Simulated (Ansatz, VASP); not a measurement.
## Two plane-wave programs on Al

File INCAR:

```
ALGO     = Fast           # electronic algorithm
EDIFF    = 1E-6           # SCF threshold, eV
ENCUT    = 520            # plane-wave cutoff, eV
GGA      = PS             # functional
ISIF     = 2              # what is computed and relaxed
ISMEAR   = -1             # smearing method
LASPH    = True           # aspherical terms in the spheres
LCHARG   = False          # write CHGCAR
LREAL    = False          # projectors in reciprocal space
LWAVE    = False          # write WAVECAR
NBANDS   = 8              # bands
NELM     = 80             # most SCF steps
PREC     = Accurate       # precision mode
SIGMA    = 0.05           # smearing width, eV
```

The input KPOINTS:

```
k-points
0
Gamma
  10 10 10
```

POSCAR

```
Al
1.0
   -1.5832625966      1.5832625966      1.5912186900
    1.5832625966     -1.5832625966      1.5912186900
    1.5991747834      1.5991747834     -1.5912186900
Al
1
Direct
    0.0000000000      0.0000000000      0.0000000000
```

The input input.yaml:

```yaml
crystal:
  lattice:
    - [-1.5832625966, 1.5832625966, 1.59121869]
    - [1.5832625966, -1.5832625966, 1.59121869]
    - [1.5991747834, 1.5991747834, -1.59121869]
  atoms:
    - { symbol: Al, position: [0.0, 0.0, 0.0] }
hamiltonian:
  xc: pbesol
  pseudopotentials: { kind: paw }
kpoints:
  mp_grid: { grid: [10, 10, 10] }
  band_path:
    path:
      - [[0.0, 0.0, 0.0], [0.5, -0.5, 0.0], [0.5, -0.5, -0.5], [0.0, 0.0, -0.5], [0.0, 0.0, 0.0], [0.5000187508, 0.5000187508, -0.5000187508], [0.747499875, -0.252500125, -0.247499875], [0.5, -0.5, 0.0]]
      - [[0.5000187508, 0.5000187508, -0.5000187508], [0.252500125, 0.252500125, -0.752500125], [0.0, 0.0, -0.5]]
      - [[0.5, 0.0, -0.5], [0.0, 0.0, 0.0]]
    npoints: 14
scf:
  occupations: { method: fermi_dirac, width: 0.05 }
  n_extra_bands: 6
output:
  forces: true
  stress: true
  eigenvalues: true
  fatbands: true
```

Alike in both runs: functional PBEsol; k mesh 10 × 10 × 10; occupations fermi-dirac, width 0.05 eV; no spin polarisation.

|  | VASP | Ansatz |
| --- | --- | --- |
| version | VASP 6.6.1 | Ansatz 0.2.0 |
| potentials or method | VASP PAW PBE potentials, release 64 (Al) | Ansatz PAW |
| plane-wave cutoff (eV) | 520 | 420 |
| valence electrons in the cell | 3 | 3 |
| task | single point | band structure |

|  | VASP | Ansatz | Ansatz less VASP |
| --- | --- | --- | --- |
| gap on the k mesh at the Fermi level (eV) | none | none | - |
| pressure (GPa) | 2.8 | 2.8 | -0.07 |
| traceless stress, the component that is largest in VASP (GPa) | -1.30 | -1.29 | +0.004 |

VASP's potentials were made for PBE, not for PBEsol. A gap of «none» marks a metal or a gap that the smearing closes.
